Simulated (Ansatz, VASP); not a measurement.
## Si2NF2: VASP beside Ansatz

```
Si N F
1.0
     3.19750    0.00000    0.00000
    -1.59875    2.76912    0.00000
     0.00000    0.00000    7.80734
Si N F
2 1 2
Direct
  0.33333 0.66667 0.34534
  0.66667 0.33333 0.65466
  0.00000 0.00000 0.50000
  0.33333 0.66667 0.84441
  0.66667 0.33333 0.15559
```

Change from the starting cell: species swapped into the La2GeI2 type (P-3m1, No. 164).

Alike in both runs: task relaxation of cell and atoms; functional PBE; k mesh 6 × 6 × 2; occupations gaussian, width 0.1 eV; no spin polarisation.

|  | VASP | Ansatz |
| --- | --- | --- |
| version | VASP 6.6.1 | Ansatz 0.2.0 |
| potentials or method | VASP PAW PBE potentials, release 64 (Si, N_h, F_h), cutoff 910 eV | scalar-relativistic, plane waves, PAW |
| valence electrons in the cell | 27 | 27 |

```csv
,VASP,Ansatz,Ansatz less VASP
"gap on the k mesh at the Fermi level, each at its own relaxed structure (eV)",none,none,-
relaxed volume (Å³/atom),13.62,13.87,+0.247
relaxed cell length with the largest relative difference (Å),7.663,7.809,+0.1467
```

A gap of «none» marks a metal or a gap that the smearing closes.

The k mesh is coarse, so the values compare programs but aren't converged. Noted on VASP's run: the cutoff is short for stress, so the pressure is rough.
